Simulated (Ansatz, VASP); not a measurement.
**One calculation of YNb4N, two programs**

```
Y Nb N
1.0
     3.88209    0.00000    0.00000
     0.00000    3.88209    0.00000
     0.00000    0.00000    7.90809
Y Nb N
1 4 1
Cartesian
  1.9410 1.9410 3.9540
  0.0000 1.9410 6.5895
  1.9410 0.0000 6.5895
  0.0000 1.9410 1.3186
  1.9410 0.0000 1.3186
  0.0000 0.0000 0.0000
```

Change from the starting cell: species swapped into the MgTiH4 type (P4/mmm, No. 123).

Alike in both runs: functional PBE; k mesh 10 × 10 × 6; occupations gaussian, width 0.1 eV; no spin polarisation.

Ansatz relaxed the structure, and its values are those at the end. VASP's run is a single point on that final structure, the one shown.

|  | VASP | Ansatz |
| --- | --- | --- |
| version | VASP 6.6.1 | Ansatz 0.2.0 |
| potentials or method | VASP PAW PBE potentials, release 64 (Y_sv, Nb_sv, N), cutoff 520 eV | scalar-relativistic, plane waves, PAW |
| valence electrons in the cell | 68 | 68 |

Ansatz gave:

```
gap on the k mesh at the Fermi level (eV) : none
pressure (GPa)                            : 0.0
```

Problem. What did VASP give for the same quantities?

Solution. gap on the k mesh at the Fermi level (eV): none; pressure (GPa): -0.2.

A gap of «none» marks a metal or a gap that the smearing closes.
